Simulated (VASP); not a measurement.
# CdS (Hawleyite) (F-43m) in VASP: a series of runs

CdS (Hawleyite) is run at these levels: PBE; tasks: single point.

Program: VASP 6.6.1. These are calculated values, not measurements. Logs are shortened: lines on timing, memory, paths and dates and some standing lists are left out, and cuts for length are marked.

### 1 The cell of the first run

It takes space group F-43m (No. 216, cubic). Conventional cell: a = 5.805 Å, b = 5.805 Å, c = 5.805 Å, α = 90.00°, β = 90.00°, γ = 90.00°. Cd (site symmetry -43m) has 4 S at 2.51 Å within 3.3 Å. S (site symmetry -43m) has 4 Cd at 2.51 Å within 3.3 Å.

### 2 Single point, PBE (volume changed by -6%)

File INCAR:

```
PREC = Accurate ; ENCUT = 520
EDIFF = 1E-7 ; ISMEAR = 0
SIGMA = 0.01 ; LREAL = False
LASPH = True ; NELM = 80
ALGO = Normal ; ISIF = 2
LWAVE = False ; LCHARG = False
GGA = PE ; NBANDS = 16
```

File KPOINTS:

```
Automatic mesh
0
Gamma
  6 6 6
```

File POSCAR:

```
CdS
1.0
    0.0000000000      2.9027203981      2.9027203981
    2.9027203981      0.0000000000      2.9027203981
    2.9027203981      2.9027203981      0.0000000000
Cd S
1 1
Direct
    0.0000000000      0.0000000000      0.0000000000
    0.2500000000      0.2500000000      0.2500000000
```

Potentials or basis: VASP PAW PBE potentials, release 64 (Cd, S).

Launch:

```sh
> cat potpaw_PBE.64/Cd/POTCAR potpaw_PBE.64/S/POTCAR > POTCAR
> mpirun -np 1 vasp_std > vasp.out
```

OUTCAR:

```text
PREC = Accurate
   ENCUT = 520
   EDIFF = 1E-7
   ISMEAR = 0
   LREAL = False
   LASPH = True
   NELM = 80
   ISIF = 2
   GGA = PE

 ion  position               nearest neighbor table
   1  0.000  0.000  0.000-   2 2.51   2 2.51   2 2.51   2 2.51
   2  0.250  0.250  0.250-   1 2.51   1 2.51   1 2.51   1 2.51

  LATTYP: Found a face centered cubic cell.
 ALAT       =     5.8054407962

  Lattice vectors:

 A1 = (   0.0000000000,   2.9027203981,   2.9027203981)
 A2 = (   2.9027203981,   0.0000000000,   2.9027203981)
 A3 = (   2.9027203981,   2.9027203981,   0.0000000000)

Analysis of symmetry for initial positions (statically):
=====================================================================
 Subroutine PRICEL returns:
 Original cell was already a primitive cell.

 Routine SETGRP: Setting up the symmetry group for a
 face centered cubic supercell.

 Subroutine GETGRP returns: Found 24 space group operations
 (whereof 24 operations were pure point group operations)
 out of a pool of 48 trial point group operations.

The static configuration has the point symmetry T_d .

Analysis of symmetry for dynamics (positions and initial velocities):
=====================================================================
 Subroutine PRICEL returns:
 Original cell was already a primitive cell.

 Routine SETGRP: Setting up the symmetry group for a
 face centered cubic supercell.

 Subroutine GETGRP returns: Found 24 space group operations
 (whereof 24 operations were pure point group operations)
 out of a pool of 48 trial point group operations.

The dynamic configuration has the point symmetry T_d .

 Subroutine INISYM returns: Found 24 space group operations
 (whereof 24 operations are pure point group operations),
 and found     1 'primitive' translations

----------------------------------------------------------------------------------------

                                     Primitive cell

  volume of cell :      48.9154

  direct lattice vectors                    reciprocal lattice vectors
     0.000000000  2.902720398  2.902720398    -0.172252209  0.172252209  0.172252209
     2.902720398  0.000000000  2.902720398     0.172252209 -0.172252209  0.172252209
     2.902720398  2.902720398  0.000000000     0.172252209  0.172252209 -0.172252209

  length of vectors
     4.105066555  4.105066555  4.105066555     0.298349577  0.298349577  0.298349577

  position of ions in fractional coordinates (direct lattice)
     0.000000000  0.000000000  0.000000000
     0.250000000  0.250000000  0.250000000

  ion indices of the primitive-cell ions
   primitive index   ion index
                 1           1
                 2           2

----------------------------------------------------------------------------------------

 KPOINTS: Automatic mesh

Automatic generation of k-mesh.
 Grid dimensions read from file:
 generate k-points for:    6    6    6

 Generating k-lattice:

  Cartesian coordinates                     Fractional coordinates (reciprocal lattice)
    -0.028708701  0.028708701  0.028708701     0.166666667  0.000000000  0.000000000
     0.028708701 -0.028708701  0.028708701     0.000000000  0.166666667  0.000000000
     0.028708701  0.028708701 -0.028708701     0.000000000  0.000000000  0.166666667

  Length of vectors
     0.049724930  0.049724930  0.049724930

  Shift w.r.t. Gamma in fractional coordinates (k-lattice)
     0.000000000  0.000000000  0.000000000

 Subroutine IBZKPT returns following result:
 ===========================================

 Found     16 irreducible k-points:

 Following reciprocal coordinates:
            Coordinates               Weight
  0.000000  0.000000  0.000000      1.000000
  0.166667  0.000000  0.000000      8.000000
  0.333333  0.000000  0.000000      8.000000
  0.500000  0.000000  0.000000      4.000000
  0.166667  0.166667  0.000000      6.000000
  0.333333  0.166667  0.000000     24.000000
[... 8 lines left out ...]
 -0.333333  0.333333  0.166667     24.000000
 -0.333333  0.500000  0.166667     12.000000
   k-points           NKPTS =     16   k-points in BZ     NKDIM =     16   number of bands    NBANDS=     16
   number of dos      NEDOS =    301   number of ions     NIONS =      2
   total plane-waves  NPLWV =  32768
   dimension x,y,z NGX =    32 NGY =   32 NGZ =   32
   dimension x,y,z NGXF=    64 NGYF=   64 NGZF=   64
   ions per type =               1   1
   NGX,Y,Z   is equivalent  to a cutoff of  12.96, 12.96, 12.96 a.u.
   NGXF,Y,Z  is equivalent  to a cutoff of  25.92, 25.92, 25.92 a.u.
 SYSTEM =  unknown system
   PREC   = accura    normal or accurate (medium, high low for compatibility)
   ISTART =      0    job   : 0-new  1-cont  2-samecut
   ICHARG =      2    charge: 1-file 2-atom 10-const
   ISPIN  =      1    spin polarized calculation?
   LNONCOLLINEAR =      F non collinear calculations
   LSORBIT =      F    spin-orbit coupling
   LASPH  =      T    aspherical Exc in radial PAW
   ENCUT  =  520.0 eV  38.22 Ry    6.18 a.u.   7.63  7.63  7.63*2*pi/ulx,y,z
   NELM   =     80;   NELMIN=  2; NELMDL= -5     # of ELM steps
   EDIFF  = 0.1E-06   stopping-criterion for ELM
   LREAL  =      F    real-space projection
   EDIFFG = 0.1E-05   stopping-criterion for IOM
   NSW    =      0    number of steps for IOM
   IBRION =     -1    ionic relax: 0-MD 1-quasi-New 2-CG
   NFREE  =      0    steps in history (QN), initial steepest desc. (CG)
   ISIF   =      2    stress and relaxation
   ISYM   =      2    0-nonsym 1-usesym 2-fastsym
   POTIM  = 0.5000    time-step for ionic-motion
   TEBEG  =    0.0;   TEEND  =   0.0 temperature during run
   PSTRESS=    0.0 pullay stress
   NELECT =      18.0000    total number of electrons
   NUPDOWN=      -1.0000    fix difference up-down
   EMIN   =  10.00;   EMAX   =-10.00  energy-range for DOS
   EFERMI =   0.00;   METHOD = LEGACY
   ISMEAR =     0;   SIGMA  =   0.01  broadening in eV -4-tet -1-fermi 0-gaus
   EFERMI_NEDOS =   21; number of points for ismear=-14 and -15
   IALGO  =     38    algorithm
   IMIX   =      4    mixing-type and parameters
     AMIX     =   0.40;   BMIX     =  1.00
     AMIX_MAG =   1.60;   BMIX_MAG =  1.00
  volume/ion in A,a.u.               =      24.46       165.05
  Fermi-wavevector in a.u.,A,eV,Ry     =   1.173142  2.216916 18.725173  1.376261
  Thomas-Fermi vector in A             =   2.309559
   LORBIT       =      0    0 simple, 1 ext, 2 COOP (PROOUT), +10 PAW based schemes
   GGA     = PE    functional components
   LHFCALC =     F    Hartree Fock is set to
   AEXX    =    0.0000 exact exchange contribution
   IVDW    =     0    specifies the selected vdW correction
   LEPSILON=     F    determine dielectric tensor
   LRPA    =     F    only Hartree local field effects (RPA)
 non-spin polarized calculation
 Gauss-broadening in eV      SIGMA  =   0.01
  energy-cutoff  :      520.00
  volume of cell :       48.92
 maximum number of plane-waves:      1363
 NGX is ok and might be reduce to    32
   NGX = 15   NGY = 15   NGZ = 15

 number of electron      18.0000002 magnetization

 Free energy of the ion-electron system (eV)
  ---------------------------------------------------
  ext. energy  EPLUGINS =         0.00000000
  ---------------------------------------------------
  free energy    TOTEN  =        -6.10276446 eV

  energy without entropy =       -6.10276446  energy(sigma->0) =       -6.10276446

 E-fermi :   1.5636     XC(G=0):  -9.2156

 val. band max:        1.4399409991   @ k =   0.0000   0.0000   0.0000
 cond. band min:       2.6196745153   @ k =   0.0000   0.0000   0.0000
 fundamental gap:      1.1797335162
 Fermi energy:         1.5635652215

 k-point     1 :       0.0000    0.0000    0.0000
  band No.  band energies     occupation
      1     -11.0183      2.00000
      2      -6.3434      2.00000
      3      -6.3434      2.00000
      4      -6.3434      2.00000
      5      -5.8439      2.00000
      6      -5.8439      2.00000
[... 8 lines left out ...]
     15      12.9405      0.00000
     16      12.9570      0.00000

 k-point     2 :       0.1667    0.0000    0.0000
  band No.  band energies     occupation
      1     -10.9088      2.00000
      2      -6.3043      2.00000
      3      -6.3043      2.00000
      4      -6.2425      2.00000
      5      -5.8448      2.00000
      6      -5.8448      2.00000
[... 8 lines left out ...]
     15      12.1475      0.00000
     16      13.3306      0.00000

 k-point     3 :       0.3333    0.0000    0.0000
  band No.  band energies     occupation
      1     -10.6886      2.00000
      2      -6.2404      2.00000
      3      -6.2404      2.00000
      4      -5.8610      2.00000
      5      -5.8266      2.00000
      6      -5.8266      2.00000
[... 8 lines left out ...]
     15      12.5749      0.00000
     16      12.5749      0.00000

 k-point     4 :       0.5000    0.0000    0.0000
  band No.  band energies     occupation
      1     -10.5793      2.00000
      2      -6.2185      2.00000
      3      -6.2185      2.00000
      4      -5.8045      2.00000
      5      -5.8045      2.00000
      6      -5.4510      2.00000
[... 8 lines left out ...]
     15      14.0208      0.00000
     16      14.0208      0.00000

 k-point     5 :       0.1667    0.1667    0.0000
  band No.  band energies     occupation
      1     -10.8727      2.00000
      2      -6.2647      2.00000
      3      -6.2640      2.00000
      4      -6.2640      2.00000
      5      -5.8698      2.00000
      6      -5.8213      2.00000
[... 8 lines left out ...]
     15      13.1139      0.00000
     16      14.9639      0.00000

 k-point     6 :       0.3333    0.1667    0.0000
  band No.  band energies     occupation
      1     -10.6905      2.00000
      2      -6.2232      2.00000
      3      -6.1876      2.00000
      4      -6.0286      2.00000
      5      -5.8212      2.00000
      6      -5.8007      2.00000
[... 8 lines left out ...]
     15      13.3295      0.00000
     16      14.4905      0.00000

 k-point     7 :       0.5000    0.1667    0.0000
  band No.  band energies     occupation
      1     -10.5465      2.00000
      2      -6.1956      2.00000
      3      -6.1579      2.00000
      4      -5.8772      2.00000
      5      -5.7981      2.00000
      6      -5.4345      2.00000
[... 8 lines left out ...]
     15      14.0744      0.00000
     16      14.3839      0.00000

 k-point     8 :      -0.3333    0.1667    0.0000
  band No.  band energies     occupation
      1     -10.5821      2.00000
      2      -6.1959      2.00000
      3      -6.1845      2.00000
      4      -5.8500      2.00000
      5      -5.8419      2.00000
      6      -5.5618      2.00000
[... 8 lines left out ...]
     15      13.6223      0.00000
     16      14.4019      0.00000

 k-point     9 :      -0.1667    0.1667    0.0000
  band No.  band energies     occupation
      1     -10.7628      2.00000
      2      -6.2577      2.00000
      3      -6.2348      2.00000
      4      -6.0734      2.00000
      5      -5.8644      2.00000
      6      -5.8063      2.00000
[... 8 lines left out ...]
     15      12.8281      0.00000
     16      14.8825      0.00000

 k-point    10 :       0.3333    0.3333    0.0000
  band No.  band energies     occupation
      1     -10.5839      2.00000
      2      -6.1155      2.00000
      3      -6.0838      2.00000
      4      -6.0838      2.00000
      5      -5.7758      2.00000
      6      -5.7357      2.00000
[... 8 lines left out ...]
     15      13.5377      0.00000
     16      16.9958      0.00000

 k-point    11 :       0.5000    0.3333    0.0000
  band No.  band energies     occupation
      1     -10.4788      2.00000
      2      -6.1305      2.00000
      3      -6.0362      2.00000
      4      -5.9846      2.00000
      5      -5.7751      2.00000
      6      -5.4027      2.00000
[... 8 lines left out ...]
     15      14.1758      0.00000
     16      15.1857      0.00000

 k-point    12 :      -0.3333    0.3333    0.0000
  band No.  band energies     occupation
      1     -10.4791      2.00000
      2      -6.1567      2.00000
      3      -6.0795      2.00000
      4      -5.8973      2.00000
      5      -5.8207      2.00000
      6      -5.2703      2.00000
[... 8 lines left out ...]
     15      12.8474      0.00000
     16      16.1956      0.00000

 k-point    13 :       0.5000    0.5000    0.0000
  band No.  band energies     occupation
      1     -10.4438      2.00000
      2      -6.1259      2.00000
      3      -5.9799      2.00000
      4      -5.9799      2.00000
      5      -5.7528      2.00000
      6      -5.3854      2.00000
[... 8 lines left out ...]
     15      13.8083      0.00000
     16      14.9738      0.00000

 k-point    14 :       0.5000    0.3333    0.1667
  band No.  band energies     occupation
      1     -10.5483      2.00000
      2      -6.1473      2.00000
      3      -6.1395      2.00000
      4      -5.9466      2.00000
      5      -5.8027      2.00000
      6      -5.5472      2.00000
[... 8 lines left out ...]
     15      14.5106      0.00000
     16      14.7331      0.00000

 k-point    15 :      -0.3333    0.3333    0.1667
  band No.  band energies     occupation
      1     -10.4791      2.00000
      2      -6.1437      2.00000
      3      -6.0985      2.00000
      4      -5.8869      2.00000
      5      -5.8252      2.00000
      6      -5.2676      2.00000
[... 8 lines left out ...]
     15      13.9769      0.00000
     16      14.8163      0.00000

 k-point    16 :      -0.3333    0.5000    0.1667
  band No.  band energies     occupation
      1     -10.4452      2.00000
      2      -6.1087      2.00000
      3      -6.0591      2.00000
      4      -5.9255      2.00000
      5      -5.8004      2.00000
      6      -5.2356      2.00000
[... 8 lines left out ...]
     15      14.6851      0.00000
     16      14.8112      0.00000

------------------------ aborting loop because EDIFF is reached ----------------------------------------

  FORCE on cell =-STRESS in cart. coord.  units (eV):
  Direction    XX          YY          ZZ          XY          YZ          ZX
  --------------------------------------------------------------------------------------
  -------------------------------------------------------------------------------------
  Total        1.2851487      1.2851487      1.2851487      0.0000000      0.0000000      0.0000000
  in kB       42.0938199     42.0938199     42.0938199      0.0000000      0.0000000      0.0000000
  external PRESSURE =      42.0938199 kB  Pullay stress =       0.0000000 kB

 VOLUME and BASIS-vectors are now :
 -----------------------------------------------------------------------------
  energy-cutoff  :      520.00
  volume of cell :       48.92
      direct lattice vectors                 reciprocal lattice vectors
     0.000000000  2.902720398  2.902720398    -0.172252209  0.172252209  0.172252209
     2.902720398  0.000000000  2.902720398     0.172252209 -0.172252209  0.172252209
     2.902720398  2.902720398  0.000000000     0.172252209  0.172252209 -0.172252209

 POSITION                                       TOTAL-FORCE (eV/Angst)
 -----------------------------------------------------------------------------------
      0.00000      0.00000      0.00000         0.000000      0.000000      0.000000
      1.45136      1.45136      1.45136        -0.000000     -0.000000     -0.000000
 -----------------------------------------------------------------------------------
    total drift:                               -0.000000     -0.000000     -0.000000

  FREE ENERGIE OF THE ION-ELECTRON SYSTEM (eV)
  ---------------------------------------------------
  free  energy   TOTEN  =        -6.1027644649 eV

  energy  without entropy=       -6.1027644649  energy(sigma->0) =       -6.10276446
```

It took 28 s on 1 thread of AMD EPYC 7R13, shared host; peak memory 0.15 GiB.

Results:

* Free energy: -6.1028 eV
* Pressure: 4.2 GPa
* Band gap on the k mesh: 1.18 eV, direct

[end of part 1 of 2]
